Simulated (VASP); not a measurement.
# SnO2: elastic constants with PBEsol

The system is SnO2.

```xyz
3
Lattice="0.0000 2.5741 2.5741 2.5741 0.0000 2.5741 2.5741 2.5741 0.0000" Properties=species:S:1:pos:R:3 pbc="T T T"
Sn    0.0000    0.0000    0.0000
O     3.8612    3.8612    3.8612
O     1.2871    1.2871    1.2871
```

| Property | Result |
| --- | --- |
| Program | VASP 6.6.1 |
| Task | elastic constants |
| Functional | PBEsol |
| Potentials or basis | VASP PAW PBE potentials, release 64 (Sn_d, O) |
| Cutoff | 600 eV |
| k mesh | 7 × 7 × 7 |
| Occupations | fermi-dirac, width 0.05 eV |
| Spin | no spin polarisation |
| Dipole correction | no |
| Ions in elastic constants | relaxed |
| Further INCAR settings | ALGO = Normal; EDIFF = 1e-08; NBANDS = 20; IBRION = 6; POTIM = 0.015; NSW = 1; ISIF = 3 |

The elastic constants C11, C12, C44 are 454, 46, 10 GPa. The voigt bulk modulus is 182 GPa and the highest phonon frequency at Γ, LO-TO splitting left out is 491 cm⁻¹.

Phonon frequencies in cm⁻¹ (negative: imaginary):
| q point | frequencies |
| --- | --- |
| (0.000, 0.000, 0.000) | 0 0 0 284 284 284 491 491 491 |

Elastic tensor in Voigt notation (GPa, in the Cartesian axes of the cell as first typed):
```
454  46  46   0   0   0
 46 454  46   0   0   0
 46  46 454   0   0   0
  0   0   0  10   0   0
  0   0   0   0  10   0
  0   0   0   0   0  10
```

Clamped-ion elastic tensor (GPa):
```
454  46  46   0   0   0
 46 454  46   0   0   0
 46  46 454   0   0   0
  0   0   0  12   0   0
  0   0   0   0  12   0
  0   0   0   0   0  12
```

Run time: 20 min on 1 thread of Intel(R) Xeon(R) Platinum 8375C CPU @ 2.90GHz (Ice Lake) (shared host), peak memory 0.28 GiB.

Caveat: the cell is under stress, which shifts elastic constants; the PAW data sets were made with another functional, which shifts forces and pressure a little.
